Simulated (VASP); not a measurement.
Wanted: the native input for a VASP 6.6.1 run.

| Item | Value |
| --- | --- |
| Task | single point |
| Functional | PBEsol |
| Potentials or basis | VASP PAW PBE potentials, release 64 (Ca_sv) |
| Cutoff | 520 eV |
| k mesh | 16 × 16 × 16 |
| Occupations | gaussian, width 0.15 eV |
| Spin | no spin polarisation |
| Dipole correction | no |
| Further INCAR settings | ALGO = Fast; EDIFF = 1e-07; NBANDS = 11 |

The structure of Ca lies in POSCAR:

```
Ca
1.0
   -2.2400000000      2.2400000000      2.1504000000
    2.2400000000     -2.2400000000      2.1504000000
    2.2400000000      2.2400000000     -2.1504000000
Ca
1
Direct
    0.0000000000      0.0000000000      0.0000000000
```

This cell differs from its parent crystal: strain +0.000 along x and y, -0.040 along z.

The input as run:

INCAR

```
SYSTEM = Ca
ALGO = Fast
EDIFF = 1E-7
ENCUT = 520
GGA = PS
ISIF = 2
ISMEAR = 0
LASPH = .TRUE.
LCHARG = .FALSE.
LREAL = .FALSE.
LWAVE = .FALSE.
NBANDS = 11
NELM = 60
PREC = Accurate
SIGMA = 0.15
```

KPOINTS

```
k-points
0
G
  16 16 16
  0 0 0
```

Potentials or basis: VASP PAW PBE potentials, release 64 (Ca_sv).

Run with:

```bash
$ cat potpaw_PBE.64/Ca_sv/POTCAR > POTCAR
$ mpirun -np 1 vasp_std > vasp.out
```

It gave:

| Quantity | Value |
| --- | --- |
| Pressure | -1.0 GPa |
| Band gap on the k mesh | zero (band 5 reaches 2.17 eV, above the bottom of band 6 at 1.72 eV) |

Caveat: the cell differs from its parent crystal (strain +0.000 along x and y, -0.040 along z); the PAW data sets were made with another functional, which shifts forces and pressure a little.

Wall time 2.4 min on 1 thread of Intel(R) Xeon(R) Platinum 8259CL CPU @ 2.50GHz (Skylake/Cascade Lake), on a shared host, peak memory 0.29 GiB.
